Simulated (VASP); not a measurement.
# MoS2 (R3m) in VASP: notebook

The runs below take MoS2 through single point, with PBEsol.

Everything below comes from runs of VASP 6.6.1. Logs are shortened: lines on timing, memory, paths and dates and some standing lists are left out, and cuts for length are marked.

### 1 The cell of the first run

Symmetry: R3m, No. 160, trigonal system. Conventional cell: a = 3.112 Å, b = 3.112 Å, c = 18.667 Å, α = 90.00°, β = 90.00°, γ = 120.00°. Within 3.2 Å of Mo (site symmetry 3m) lie 6 S at 2.38 to 2.39 Å and 6 Mo at 3.11 Å. Within 3.2 Å of S (site symmetry 3m) lie 3 Mo at 2.39 Å and 7 S at 3.11 to 3.14 Å. S (site symmetry 3m) has 3 Mo at 2.38 Å and 7 S at 3.11 to 3.14 Å within 3.2 Å.

### 2 Single point, PBEsol (equal strain along all axes, cell held: -1.0 %, then relaxed in part)

Input file INCAR:

```
PREC     = Accurate       # precision mode
ENCUT    = 520            # plane-wave cutoff, eV
EDIFF    = 1E-6           # SCF threshold, eV
ISMEAR   = 0              # smearing method
SIGMA    = 0.02           # smearing width, eV
LREAL    = False          # projectors in reciprocal space
LASPH    = True           # aspherical terms in the spheres
NELM     = 100            # most SCF steps
ALGO     = Normal         # electronic algorithm
ISIF     = 2              # what is computed and relaxed
LWAVE    = False          # write WAVECAR
LCHARG   = False          # write CHGCAR
GGA      = PS             # functional
NBANDS   = 49             # bands
```

Input file KPOINTS:

```
regular mesh
0
Gamma
  12 12 2
```

Input file POSCAR:

```
MoS2
1.0
    3.1116390440      0.0000000000      0.0000000000
   -1.5558195220      2.6947584595      0.0000000000
    0.0000000000      0.0000000000     18.6666265205
Mo S
3 6
Direct
    0.0000000000      0.0000000000      0.0002351042
    0.6666666667      0.3333333333      0.3335684375
    0.3333333333      0.6666666667      0.6669017709
    0.3333333333      0.6666666667      0.2495261051
    0.6666666667      0.3333333333      0.0842377906
    0.0000000000      0.0000000000      0.5828594385
    0.3333333333      0.6666666667      0.4175711240
    0.6666666667      0.3333333333      0.9161927718
    0.0000000000      0.0000000000      0.7509044573
```

Potentials or basis: VASP PAW PBE potentials, release 64 (Mo_sv, S).

Run with:

```
cat potpaw_PBE.64/Mo_sv/POTCAR potpaw_PBE.64/S/POTCAR > POTCAR
mpirun -np 1 vasp_std > vasp.out
```

OUTCAR:

```text
PREC = Accurate
   ENCUT = 520
   EDIFF = 1E-6
   ISMEAR = 0
   LREAL = False
   LASPH = True
   NELM = 100
   ISIF = 2
   GGA = PS

 ion  position               nearest neighbor table
   1  0.000  0.000  0.000-   5 2.38   5 2.38   5 2.38   8 2.39   8 2.39   8 2.39
   2  0.667  0.333  0.334-   7 2.38   7 2.38   7 2.38   4 2.39   4 2.39   4 2.39
   3  0.333  0.667  0.667-   9 2.38   9 2.38   9 2.38   6 2.39   6 2.39   6 2.39
   4  0.333  0.667  0.250-   2 2.39   2 2.39   2 2.39
   5  0.667  0.333  0.084-   1 2.38   1 2.38   1 2.38
   6  0.000  0.000  0.583-   3 2.39   3 2.39   3 2.39
   7  0.333  0.667  0.418-   2 2.38   2 2.38   2 2.38
   8  0.667  0.333  0.916-   1 2.39   1 2.39   1 2.39
   9  0.000  0.000  0.751-   3 2.38   3 2.38   3 2.38

  LATTYP: Found a hexagonal cell.
 ALAT       =     3.1116390440
 C/A-ratio  =     5.9989691145

  Lattice vectors:

 A1 = (   3.1116390440,   0.0000000000,   0.0000000000)
 A2 = (  -1.5558195220,   2.6947584595,   0.0000000000)
 A3 = (   0.0000000000,   0.0000000000,  18.6666265205)

Analysis of symmetry for initial positions (statically):
=====================================================================
 Subroutine PRICEL returns following result:

  LATTYP: Found a trigonal (rhomboedric) cell.
 ALAT       =     6.4763659066
 COS(alpha) =     0.8845787767

  Lattice vectors:

 A1 = (   1.5558195218,  -0.8982528197,  -6.2222088395)
 A2 = (  -1.5558195217,  -0.8982528200,  -6.2222088414)
 A3 = (  -0.0000000002,   1.7965056398,  -6.2222088395)

   3 primitive cells build up your supercell.

 Routine SETGRP: Setting up the symmetry group for a
 hexagonal supercell.

 Subroutine GETGRP returns: Found  6 space group operations
 (whereof  6 operations were pure point group operations)
 out of a pool of 24 trial point group operations.

The static configuration has the point symmetry C_3v.

Analysis of symmetry for dynamics (positions and initial velocities):
=====================================================================
 Subroutine PRICEL returns following result:

  LATTYP: Found a trigonal (rhomboedric) cell.
 ALAT       =     6.4763659066
 COS(alpha) =     0.8845787767

  Lattice vectors:

 A1 = (   1.5558195218,  -0.8982528197,  -6.2222088395)
 A2 = (  -1.5558195217,  -0.8982528200,  -6.2222088414)
 A3 = (  -0.0000000002,   1.7965056398,  -6.2222088395)

   3 primitive cells build up your supercell.

 Routine SETGRP: Setting up the symmetry group for a
 hexagonal supercell.

 Subroutine GETGRP returns: Found  6 space group operations
 (whereof  6 operations were pure point group operations)
 out of a pool of 24 trial point group operations.

The dynamic configuration has the point symmetry C_3v.

 Subroutine INISYM returns: Found  6 space group operations
 (whereof  6 operations are pure point group operations),
 and found     3 'primitive' translations

----------------------------------------------------------------------------------------

                                     Primitive cell

  volume of cell :      52.1739

  direct lattice vectors                    reciprocal lattice vectors
     1.555819522 -0.898252820 -6.222208840     0.321374037 -0.185545386 -0.053571544
    -1.555819522 -0.898252820 -6.222208841    -0.321374037 -0.185545387 -0.053571544
    -0.000000000  1.796505640 -6.222208840    -0.000000000  0.371090773 -0.053571544

  length of vectors
     6.476365907  6.476365908  6.476365907     0.374937691  0.374937691  0.374937691

  position of ions in fractional coordinates (direct lattice)
     0.999764896  0.999764896  0.999764896
     0.417140561  0.417140561  0.417140561
     0.249095543  0.249095543  0.249095543

  ion indices of the primitive-cell ions
   primitive index   ion index
                 1           1
                 2           6
                 3           9

----------------------------------------------------------------------------------------

 KPOINTS: regular mesh

Automatic generation of k-mesh.
 Grid dimensions read from file:
 generate k-points for:   12   12    2

 Generating k-lattice:

  Cartesian coordinates                     Fractional coordinates (reciprocal lattice)
     0.026781170  0.015462116  0.000000000     0.083333333  0.000000000  0.000000000
     0.000000000  0.030924231  0.000000000     0.000000000  0.083333333  0.000000000
     0.000000000  0.000000000  0.026785772     0.000000000  0.000000000  0.500000000

  Length of vectors
     0.030924231  0.030924231  0.026785772

  Shift w.r.t. Gamma in fractional coordinates (k-lattice)
     0.000000000  0.000000000  0.000000000

 Subroutine IBZKPT returns following result:
 ===========================================

 Found     38 irreducible k-points:

 Following reciprocal coordinates:
            Coordinates               Weight
  0.000000  0.000000  0.000000      1.000000
  0.083333  0.000000  0.000000      6.000000
  0.166667  0.000000  0.000000      6.000000
[... 52 lines left out ...]
   AEXX    =    0.0000 exact exchange contribution
   IVDW    =     0    specifies the selected vdW correction
   LEPSILON=     F    determine dielectric tensor
   LRPA    =     F    only Hartree local field effects (RPA)
 non-spin polarized calculation
 Gauss-broadening in eV      SIGMA  =   0.02
  energy-cutoff  :      520.00
  volume of cell :      156.52
 maximum number of plane-waves:      4244
 NGX is ok and might be reduce to    24
   NGX = 11   NGY = 11   NGZ = 69

 number of electron      78.0000000 magnetization

 Free energy of the ion-electron system (eV)
  ---------------------------------------------------
  ext. energy  EPLUGINS =         0.00000000
  ---------------------------------------------------
  free energy    TOTEN  =       -70.31856500 eV

  energy without entropy =      -70.31856500  energy(sigma->0) =      -70.31856500

 E-fermi :   7.8755     XC(G=0): -11.1047

 val. band max:        7.6222297981   @ k =   0.0000   0.0000   0.5000
 cond. band min:       8.6105952726   @ k =   0.1667   0.1667   0.0000
 fundamental gap:      0.9883654745
 Fermi energy:         7.8754518188

 k-point     1 :       0.0000    0.0000    0.0000
  band No.  band energies     occupation
      1     -53.6142      2.00000
      2     -53.6142      2.00000
      3     -53.6142      2.00000
      4     -27.8494      2.00000
      5     -27.8494      2.00000
      6     -27.8494      2.00000
[... 41 lines left out ...]
     48      10.2402      0.00000
     49      10.3122      0.00000

 k-point     2 :       0.0833    0.0000    0.0000
  band No.  band energies     occupation
      1     -53.6107      2.00000
      2     -53.6107      2.00000
      3     -53.6107      2.00000
      4     -27.8429      2.00000
      5     -27.8429      2.00000
      6     -27.8429      2.00000
[... 41 lines left out ...]
     48      10.1352      0.00000
     49      10.2496      0.00000

 k-point     3 :       0.1667    0.0000    0.0000
  band No.  band energies     occupation
      1     -53.6014      2.00000
      2     -53.6014      2.00000
      3     -53.6014      2.00000
      4     -27.8252      2.00000
      5     -27.8252      2.00000
      6     -27.8251      2.00000
[... 41 lines left out ...]
     48       9.9990      0.00000
     49      10.6047      0.00000

 k-point     4 :       0.2500    0.0000    0.0000
  band No.  band energies     occupation
      1     -53.5886      2.00000
      2     -53.5886      2.00000
      3     -53.5886      2.00000
      4     -27.8008      2.00000
      5     -27.8008      2.00000
      6     -27.8007      2.00000
[... 977 lines left out ...]
     48       9.9876      0.00000
     49      10.5765      0.00000

 k-point    23 :       0.2500    0.0000    0.5000
  band No.  band energies     occupation
      1     -53.5886      2.00000
      2     -53.5886      2.00000
      3     -53.5886      2.00000
      4     -27.8008      2.00000
      5     -27.8008      2.00000
      6     -27.8008      2.00000
[... 41 lines left out ...]
     48      10.4232      0.00000
     49      10.9530      0.00000

 k-point    24 :       0.3333   -0.0000    0.5000
  band No.  band energies     occupation
      1     -53.5757      2.00000
      2     -53.5757      2.00000
      3     -53.5757      2.00000
      4     -27.9016      2.00000
      5     -27.9016      2.00000
      6     -27.9016      2.00000
[... 41 lines left out ...]
     48      10.9174      0.00000
     49      11.2019      0.00000

 [... further k-points ...]

------------------------ aborting loop because EDIFF is reached ----------------------------------------

  FORCE on cell =-STRESS in cart. coord.  units (eV):
  Direction    XX          YY          ZZ          XY          YZ          ZX
  --------------------------------------------------------------------------------------
  -------------------------------------------------------------------------------------
  Total        2.9319978      2.9319978      0.2973200     -0.0000000      0.0000000     -0.0000000
  in kB       30.0123030     30.0123030      3.0434058     -0.0000000      0.0000000     -0.0000000
  external PRESSURE =      21.0226706 kB  Pullay stress =       0.0000000 kB

 VOLUME and BASIS-vectors are now :
 -----------------------------------------------------------------------------
  energy-cutoff  :      520.00
  volume of cell :      156.52
      direct lattice vectors                 reciprocal lattice vectors
     3.111639044  0.000000000  0.000000000     0.321374037  0.185545387  0.000000000
    -1.555819522  2.694758460  0.000000000     0.000000000  0.371090773  0.000000000
     0.000000000  0.000000000 18.666626520     0.000000000  0.000000000  0.053571544

 POSITION                                       TOTAL-FORCE (eV/Angst)
 -----------------------------------------------------------------------------------
      0.00000      0.00000      0.00439         0.000000      0.000000      0.000205
      1.55582      0.89825      6.22660         0.000000      0.000000      0.000205
     -0.00000      1.79651     12.44881         0.000000      0.000000      0.000205
     -0.00000      1.79651      4.65781        -0.000000      0.000000     -0.001644
      1.55582      0.89825      1.57244        -0.000000      0.000000      0.001439
      0.00000      0.00000     10.88002        -0.000000     -0.000000     -0.001644
     -0.00000      1.79651      7.79464        -0.000000      0.000000      0.001439
      1.55582      0.89825     17.10223        -0.000000     -0.000000     -0.001644
      0.00000      0.00000     14.01685        -0.000000      0.000000      0.001439
 -----------------------------------------------------------------------------------
    total drift:                                0.000000      0.000000     -0.000032

  FREE ENERGIE OF THE ION-ELECTRON SYSTEM (eV)
  ---------------------------------------------------
  free  energy   TOTEN  =       -70.3185649999 eV

  energy  without entropy=      -70.3185649999  energy(sigma->0) =      -70.31856500
```

Wall time 3 min (1 thread of AMD EPYC 9R45 (Zen 5), shared host); peak memory 0.36 GiB.

What came out:

| Property | Result |
| --- | --- |
| Free energy | -70.3186 eV |
| Pressure | 2.1 GPa |
| Band gap on the k mesh | 0.99 eV |

Levels at points of the mesh, in eV from the valence-band top:
```tsv
k point	band 35	band 36	band 37	band 38	band 39	band 40	band 41	band 42	band 43	band 44
(0.00, 0.00, 0.00)	-1.95	-1.29	-1.26	-0.14	-0.14	2.35	2.35	2.41	2.41	2.41
(0.50, 0.00, 0.00)	-1.34	-1.34	-1.31	-1.31	-1.17	1.94	1.97	1.97	2.37	2.37
(0.00, 0.00, 0.50)	-1.95	-1.95	-0.56	-0.56	0.00	2.36	2.36	2.36	2.36	2.43
(0.50, 0.00, 0.50)	-1.43	-1.37	-1.30	-1.21	-1.21	1.95	1.95	1.98	2.30	2.46
```

Caveat: the cell differs from its parent crystal (equal strain along all axes, cell held: -1.0 %, then relaxed in part); the PAW data sets were made with another functional, which shifts forces and pressure a little; this functional lacks dispersion, which binds the layers, so the pressure and a relaxed spacing across them are unreliable.

### 3 Single point, PBEsol

This run uses another cell than the first one, of 17.92 Å³/atom.

Input file INCAR:

```
ALGO     = Normal         # electronic algorithm
EDIFF    = 1E-7           # SCF threshold, eV
ENCUT    = 520            # plane-wave cutoff, eV
GGA      = PS             # functional
ISIF     = 2              # what is computed and relaxed
ISMEAR   = 0              # smearing method
LASPH    = T              # aspherical terms in the spheres
LCHARG   = F              # write CHGCAR
LREAL    = F              # projectors in reciprocal space
LWAVE    = F              # write WAVECAR
NBANDS   = 49             # bands
NELM     = 60             # most SCF steps
PREC     = Accurate       # precision mode
SIGMA    = 0.02           # smearing width, eV
```

Input file KPOINTS:

```
k-points
0
Gamma
  12 12 2
```

Input file POSCAR:

```
MoS2
1.0
    3.1430697414      0.0000000000      0.0000000000
   -1.5715348707      2.7219782419      0.0000000000
    0.0000000000      0.0000000000     18.8551783036
Mo S
3 6
Direct
    0.0000000000      0.0000000000      0.0002317093
    0.6666666667      0.3333333333      0.3335650426
    0.3333333333      0.6666666667      0.6668983759
    0.3333333333      0.6666666667      0.2509161731
    0.6666666667      0.3333333333      0.0828511176
    0.0000000000      0.0000000000      0.5842495064
    0.3333333333      0.6666666667      0.4161844510
    0.6666666667      0.3333333333      0.9175828397
    0.0000000000      0.0000000000      0.7495177843
```

Potentials or basis: VASP PAW PBE potentials, release 64 (Mo_sv, S).

Run with:

```
cat potpaw_PBE.64/Mo_sv/POTCAR potpaw_PBE.64/S/POTCAR > POTCAR
mpirun -np 1 vasp_std > vasp.out
```

Wall time 3.6 min (1 thread of AMD EPYC 9R45 (Zen 5), shared host); peak memory 0.36 GiB.

The run converged. Its results:

* Free energy: -70.3514 eV
* Pressure: 0.0 GPa
* Band gap on the k mesh: 1.02 eV

Levels at points of the mesh, in eV from the valence-band top:
```csv
k point,band 35,band 36,band 37,band 38,band 39,band 40,band 41,band 42,band 43,band 44
"(0.00, 0.00, 0.00)",-2.07,-1.32,-1.15,-0.13,-0.13,2.24,2.24,2.29,2.29,2.29
"(0.50, 0.00, 0.00)",-1.47,-1.47,-1.31,-1.31,-1.20,1.78,1.80,1.80,2.26,2.26
"(0.00, 0.00, 0.50)",-2.06,-2.06,-0.54,-0.54,0.00,2.26,2.26,2.26,2.26,2.31
"(0.50, 0.00, 0.50)",-1.54,-1.43,-1.37,-1.23,-1.23,1.79,1.79,1.82,2.21,2.33
```

Caveat: the PAW data sets were made with another functional, which shifts forces and pressure a little; this functional lacks dispersion, which binds the layers, so the pressure and a relaxed spacing across them are unreliable. A k mesh can miss the band edges.

### 4 Single point, PBEsol (equal strain along all axes, cell held: +3.0 %, then relaxed in part)

INCAR is that of step 3.

KPOINTS is that of step 3.

Input file POSCAR:

```
MoS2
1.0
    3.2373618336      0.0000000000      0.0000000000
   -1.6186809168      2.8036375891      0.0000000000
    0.0000000000      0.0000000000     19.4208336527
Mo S
3 6
Direct
    0.0000000000      0.0000000000      0.0002252805
    0.6666666667      0.3333333333      0.3335586138
    0.3333333333      0.6666666667      0.6668919472
    0.3333333333      0.6666666667      0.2548871002
    0.6666666667      0.3333333333      0.0788866192
    0.0000000000      0.0000000000      0.5882204336
    0.3333333333      0.6666666667      0.4122199526
    0.6666666667      0.3333333333      0.9215537669
    0.0000000000      0.0000000000      0.7455532859
```

Run with:

```
cat potpaw_PBE.64/Mo_sv/POTCAR potpaw_PBE.64/S/POTCAR > POTCAR
mpirun -np 1 vasp_std > vasp.out
```

Wall time 4.4 min (1 thread of Intel Xeon Platinum 8375C at 2.90GHz (Ice Lake), shared host); peak memory 0.4 GiB.

Results (log left out):

* Free energy: -70.1037 eV
* Pressure: -5.0 GPa
* Largest force: 0.004 eV/Å
* Band gap on the k mesh: 0.70 eV

Forces on the atoms (eV/Å):
```
Mo   0.000  0.000  0.000
Mo   0.000  0.000  0.000
Mo   0.000  0.000  0.000
S    0.000  0.000 -0.004
S    0.000  0.000  0.004
S    0.000  0.000 -0.004
S    0.000  0.000  0.004
S    0.000  0.000 -0.004
S    0.000  0.000  0.004
```

Stress tensor (GPa, compression positive):
```
-7.33  0.00  0.00
 0.00 -7.33  0.00
 0.00  0.00 -0.49
```

Levels at points of the mesh, in eV from the valence-band top:
```tsv
k point	band 35	band 36	band 37	band 38	band 39	band 40	band 41	band 42	band 43	band 44
(0.00, 0.00, 0.00)	-2.37	-1.38	-0.83	-0.11	-0.11	1.93	1.93	1.96	1.96	1.96
(0.50, 0.00, 0.00)	-1.84	-1.84	-1.33	-1.33	-1.26	1.34	1.36	1.36	1.86	1.86
(0.00, 0.00, 0.50)	-1.94	-1.94	-0.44	-0.44	0.00	1.94	1.94	1.94	1.94	1.97
(0.50, 0.00, 0.50)	-1.88	-1.81	-1.37	-1.28	-1.28	1.34	1.34	1.36	1.84	1.89
```

Caveat: the cell differs from its parent crystal (equal strain along all axes, cell held: +3.0 %, then relaxed in part); the cell stands under tension; the PAW data sets were made with another functional, which shifts forces and pressure a little; this functional lacks dispersion, which binds the layers, so the pressure and a relaxed spacing across them are unreliable. A k mesh can miss the band edges.

### 5 Overview

```csv
cell,gap on the mesh (eV),pressure (GPa)
"a = 3.112, b = 3.112, c = 18.667 Å, angles 90.0, 90.0, 120.0°, 9 atoms, atomic positions A",0.99,2.1
"a = 3.143, b = 3.143, c = 18.855 Å, angles 90.0, 90.0, 120.0°, 9 atoms, atomic positions B",1.02,0.0
"a = 3.237, b = 3.237, c = 19.421 Å, angles 90.0, 90.0, 120.0°, 9 atoms, atomic positions C",0.70,-5.0
```

Alike in all rows: task single point; level PBEsol; potentials or basis VASP PAW PBE potentials, release 64 (Mo_sv, S); no spin polarisation; k mesh 12 × 12 × 2; cutoff (eV) 520; smearing gaussian 0.02 eV.

Caveats: the PAW data sets were made with another functional, which shifts forces and pressure a little; this functional lacks dispersion, which binds the layers, so the pressure and a relaxed spacing across them are unreliable; the cell stands under tension (at least some runs).

Total energies depend on the potentials used, so only differences within one code and one set of settings carry meaning.
